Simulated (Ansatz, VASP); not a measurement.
**Sb: VASP beside Ansatz**

Contents of INCAR:

```
SYSTEM = Sb
PREC = Accurate
ENCUT = 520
EDIFF = 1E-6
ISMEAR = 0
SIGMA = 0.1
LREAL = .FALSE.
LASPH = .TRUE.
NELM = 80
ALGO = Normal
ISIF = 2
LWAVE = .FALSE.
LCHARG = .FALSE.
GGA = PE
NBANDS = 8
```

KPOINTS

```
regular mesh
0
G
  18 18 18
  0 0 0
```

Contents of POSCAR:

```
Sb
1.0
    3.0460612963      0.0000000000      0.0000000000
    0.0000000000      3.0460612963      0.0000000000
    0.0000000000      0.0000000000      3.0460612963
Sb
1
Direct
    0.0000000000      0.0000000000      0.0000000000
```

Input for Ansatz:

```yaml
crystal:
  lattice:
    - [3.0460612963, 0.0, 0.0]
    - [0.0, 3.0460612963, 0.0]
    - [0.0, 0.0, 3.0460612963]
  atoms:
    - { symbol: Sb, position: [0.0, 0.0, 0.0] }
basis:
  ecutwfc: 420
kpoints:
  mp_grid: { grid: [18, 18, 18] }
hamiltonian:
  xc: pbe
scf:
  occupations: { method: gaussian, width: 0.1 }
output:
  forces: true
  stress: true
  eigenvalues: true
```

Alike in both runs: task single point; functional PBE; k mesh 18 × 18 × 18; occupations gaussian, width 0.1 eV; no spin polarisation.

|  | VASP | Ansatz |
| --- | --- | --- |
| version | VASP 6.6.1 | Ansatz 0.2.0 |
| potentials or method | VASP PAW PBE potentials, release 64 (Sb), cutoff 520 eV | scalar-relativistic, plane waves, PAW |
| valence electrons in the cell | 5 | 15 |

|  | VASP | Ansatz | Ansatz less VASP |
| --- | --- | --- | --- |
| gap on the k mesh at the Fermi level (eV) | none | none | - |
| pressure (GPa) | 4.0 | 3.9 | -0.02 |

A gap of «none» marks a metal or a gap that the smearing closes. With one functional, cell and mesh, what is left measures potentials, basis and numerics. VASP's potentials hold 5 valence electrons a cell and Ansatz's 15, so a difference there can come from the potentials and not from the codes.

Neither program's run includes spin-orbit coupling.
